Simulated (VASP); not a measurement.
Input of a VASP 6.6.1 run:

The input INCAR:

```
SYSTEM = Li3Mg3B2N6
PREC     = Accurate       ! precision mode
ENCUT    = 520            ! plane-wave cutoff, eV
EDIFF    = 1E-7           ! SCF threshold, eV
ISMEAR   = 1              ! smearing method
SIGMA    = 0.2            ! smearing width, eV
LREAL    = .FALSE.        ! projectors in reciprocal space
LASPH    = .TRUE.         ! aspherical terms in the spheres
NELM     = 60             ! most SCF steps
ALGO     = Fast           ! electronic algorithm
ISIF     = 2              ! what is computed and relaxed
LWAVE    = .FALSE.        ! write WAVECAR
LCHARG   = .TRUE.         ! write CHGCAR
LDIPOL   = .TRUE.       
IDIPOL   = 3            
DIPOL    = 0.5 0.5 0.500
GGA      = PS             ! functional
LELF     = .TRUE.         ! ELF
LVHAR    = .TRUE.       
LVACPOTAV= .TRUE.       
NBANDS   = 38             ! bands
```

Contents of KPOINTS:

```
Automatic mesh
0
G
  7 7 1
  0 0 0
```

File POSCAR:

```
Li3Mg3B2N6
1.0
    3.7791680991      0.0000000000      0.0000000000
    0.0000000000      3.7791680991      0.0000000000
    0.0000000000      0.0000000000     25.5870566249
N Li Mg B
6 3 3 2
Direct
    0.5000000000      0.5000000000      0.2931169501
    0.0000000000      0.0000000000      0.3610739756
    0.0000000000      0.0000000000      0.4660214873
    0.5000000000      0.5000000000      0.5339785127
    0.5000000000      0.5000000000      0.6389260244
    0.0000000000      0.0000000000      0.7068830499
    0.0000000000      0.5000000000      0.3270954628
    0.5000000000      0.0000000000      0.5000000000
    0.0000000000      0.5000000000      0.6729045372
    0.5000000000      0.0000000000      0.3270954628
    0.0000000000      0.5000000000      0.5000000000
    0.5000000000      0.0000000000      0.6729045372
    0.0000000000      0.0000000000      0.4135477314
    0.5000000000      0.5000000000      0.5864522686
```

Potentials or basis: VASP PAW PBE potentials, release 64 (N, Li_sv, Mg, B).

Run with:

```bash
$ cat potpaw_PBE.64/N/POTCAR potpaw_PBE.64/Li_sv/POTCAR potpaw_PBE.64/Mg/POTCAR potpaw_PBE.64/B/POTCAR > POTCAR
$ mpirun -np 1 vasp_std > vasp.out
```

Task: Predict the band gap on the k mesh.

Result: Zero (an odd number of electrons rules out a gap without spin polarisation).

Task: Estimate the largest force.

Result: 1.311 eV/Å.

Forces on the atoms (eV/Å):
```
N    0.000  0.000  1.311
N    0.000  0.000  0.202
N    0.000  0.000  0.054
N    0.000  0.000 -0.054
N    0.000  0.000 -0.202
N    0.000  0.000 -1.311
Li   0.000  0.000 -0.484
Li   0.000  0.000  0.000
Li   0.000  0.000  0.484
Mg   0.000  0.000 -1.158
Mg   0.000  0.000  0.000
Mg   0.000  0.000  1.158
B    0.000  0.000  0.109
B    0.000  0.000 -0.109
```

Caveat: the PAW data sets were made with another functional, which shifts forces and pressure a little; an odd number of electrons without spin polarisation forces a metal; a magnetic or distorted state may lie lower.
